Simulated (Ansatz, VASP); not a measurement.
## Ag in VASP and in Ansatz

Contents of POSCAR:

```
Ag
1.0
    2.8701872985      0.0000000000      0.0000000000
   -1.4350936493      2.4856551142      0.0000000000
    0.0000000000      0.0000000000      4.6922174607
Ag
2
Direct
    0.6666666667      0.3333333333      0.7500000000
    0.3333333333      0.6666666667      0.2500000000
```

The input INCAR.step1:

```
SYSTEM = Ag
ALGO = Normal ; EDIFF = 1E-5
ENCUT = 520 ; GGA = PE
ISIF = 2 ; ISMEAR = -1
LASPH = .True. ; LCHARG = .False.
LREAL = .False. ; LWAVE = .True.
NBANDS = 18 ; NELM = 100
PREC = Accurate ; SIGMA = 0.05
```

Contents of INCAR.step2:

```
SYSTEM = Ag
AEXX = 0.25 ; ALGO = Normal
EDIFF = 1E-7 ; ENCUT = 520
GGA = PE ; HFSCREEN = 0.3
ISIF = 2 ; ISMEAR = -1
ISTART = 1 ; LASPH = .True.
LCHARG = .False. ; LHFCALC = .True.
LREAL = .False. ; LWAVE = .False.
NBANDS = 18 ; NELM = 100
PREC = Accurate ; PRECFOCK = Normal
SIGMA = 0.05
```

File KPOINTS:

```
k-points
0
Gamma
  5 5 3
  0 0 0
```

File input.yaml:

```yaml
crystal:
  lattice:
    - [2.8701872985, 0.0, 0.0]
    - [-1.4350936493, 2.4856551142, 0.0]
    - [0.0, 0.0, 4.6922174607]
  atoms:
    - { symbol: Ag, position: [0.6666666667, 0.3333333333, 0.75] }
    - { symbol: Ag, position: [0.3333333333, 0.6666666667, 0.25] }
hamiltonian:
  xc: { exchange: pbe, correlation: pbe, exx: { coeff: 0.25, omega: 0.3 } }
  pseudopotentials: { kind: paw }
kpoints:
  mp_grid: { grid: [5, 5, 3] }
scf:
  occupations: { method: fermi_dirac, width: 0.05 }
output:
  forces: true
  stress: true
  eigenvalues: true
```

Alike in both runs: task single point; functional PBE-based screened hybrid; k mesh 5 × 5 × 3; occupations fermi-dirac, width 0.05 eV; no spin polarisation.

|  | VASP | Ansatz |
| --- | --- | --- |
| version | VASP 6.6.1 | Ansatz 0.2.0 |
| potentials or method | VASP PAW PBE potentials, release 64 (Ag) | Ansatz PAW |
| plane-wave cutoff (eV) | 520 | 420 |
| valence electrons in the cell | 22 | 38 |

|  | VASP | Ansatz | Ansatz less VASP |
| --- | --- | --- | --- |
| gap on the k mesh at the Fermi level (eV) | none | none | - |
| pressure (GPa) | 5.7 | 5.6 | -0.03 |
| traceless stress, the component that is largest in VASP (GPa) | 1.53 | 1.54 | +0.004 |

VASP's potentials were made for PBE, not for PBE-based screened hybrid. A gap of «none» marks a metal or a gap that the smearing closes. VASP's potentials hold 22 valence electrons a cell and Ansatz's 38, so a difference there can come from the potentials and not from the codes.

The k mesh is coarse, so the values compare programs but aren't converged.
